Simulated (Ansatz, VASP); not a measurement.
**Two plane-wave programs on HRh6**

File INCAR:

```
PREC = Accurate
ENCUT = 520
EDIFF = 1E-7
ISMEAR = 0
SIGMA = 0.1
LREAL = F
LASPH = T
NELM = 60
ALGO = Fast
ISIF = 2
LWAVE = F
LCHARG = F
LDIPOL = T
IDIPOL = 3
DIPOL = 0.5 0.5 0.292
GGA = PE
NBANDS = 104
```

The input KPOINTS:

```
Automatic mesh
0
Gamma
  6 6 1
```

Contents of POSCAR:

```
HRh6
1.0
    5.4165863251      0.0000000000      0.0000000000
   -2.7082931626      4.6909013593      0.0000000000
    0.0000000000      0.0000000000     22.2966119230
Rh H
12 2
Direct
    0.3333333333      0.1666666667      0.1793994538
    0.3333333333      0.6666666667      0.1793994538
    0.8333333333      0.1666666667      0.1793994538
    0.8333333333      0.6666666667      0.1793994538
    0.1666666667      0.3333333333      0.2757769167
    0.1666666667      0.8333333333      0.2757769167
    0.6666666667      0.3333333333      0.2757769167
    0.6666666667      0.8333333333      0.2757769167
    0.0000000000      0.0000000000      0.3721019118
    0.0000000000      0.5000000000      0.3721019118
    0.5000000000      0.0000000000      0.3721019118
    0.5000000000      0.5000000000      0.3721019118
    0.2100290039      0.4200580078      0.3922843503
    0.2899709961      0.5799419922      0.3922843503
```

Input for Ansatz:

```yaml
crystal:
  lattice:
    - [5.4165863251, 0.0, 0.0]
    - [-2.7082931626, 4.6909013593, 0.0]
    - [0.0, 0.0, 22.296611923]
  atoms:
    - { symbol: Rh, position: [0.3333333333, 0.1666666667, 0.1793994538] }
    - { symbol: Rh, position: [0.3333333333, 0.6666666667, 0.1793994538] }
    - { symbol: Rh, position: [0.8333333333, 0.1666666667, 0.1793994538] }
    - { symbol: Rh, position: [0.8333333333, 0.6666666667, 0.1793994538] }
    - { symbol: Rh, position: [0.1666666667, 0.3333333333, 0.2757769167] }
    - { symbol: Rh, position: [0.1666666667, 0.8333333333, 0.2757769167] }
    - { symbol: Rh, position: [0.6666666667, 0.3333333333, 0.2757769167] }
    - { symbol: Rh, position: [0.6666666667, 0.8333333333, 0.2757769167] }
    - { symbol: Rh, position: [0.0, 0.0, 0.3721019118] }
    - { symbol: Rh, position: [0.0, 0.5, 0.3721019118] }
    - { symbol: Rh, position: [0.5, 0.0, 0.3721019118] }
    - { symbol: Rh, position: [0.5, 0.5, 0.3721019118] }
    - { symbol: H, position: [0.2100290039, 0.4200580078, 0.3922843503] }
    - { symbol: H, position: [0.2899709961, 0.5799419922, 0.3922843503] }
basis:
  ecutwfc: 420
kpoints:
  mp_grid: { grid: [6, 6, 1] }
hamiltonian:
  xc: pbe
  pseudopotentials: { kind: paw, azcp: { folder: soft_1 } }
scf:
  occupations: { method: gaussian, width: 0.1 }
output:
  forces: true
  eigenvalues: true
efield:
  axis: 3
  dipole_correction: true
  ramp_width: 0.04
```

Alike in both runs: task single point; functional PBE; k mesh 6 × 6 × 1; occupations gaussian, width 0.1 eV; no spin polarisation.

```csv
,VASP,Ansatz
version,VASP 6.6.1,Ansatz 0.2.0
potentials or method,"VASP PAW PBE potentials, release 64 (Rh_pv, H), cutoff 520 eV","scalar-relativistic, plane waves, PAW"
valence electrons in the cell,182,206
```

|  | VASP | Ansatz | Ansatz less VASP |
| --- | --- | --- | --- |
| gap on the k mesh at the Fermi level (eV) | none | none | - |
| rms of the force components (eV/Å) | 2.572 | 2.545 | -0.0277 |

Atom by atom the forces differ by 0.032 eV/Å (rms over components). A gap of «none» marks a metal or a gap that the smearing closes. The functional is the same, so the differences come from potentials, cutoffs and numerics. VASP's potentials hold 182 valence electrons a cell and Ansatz's 206, so a difference there can come from the potentials and not from the codes.
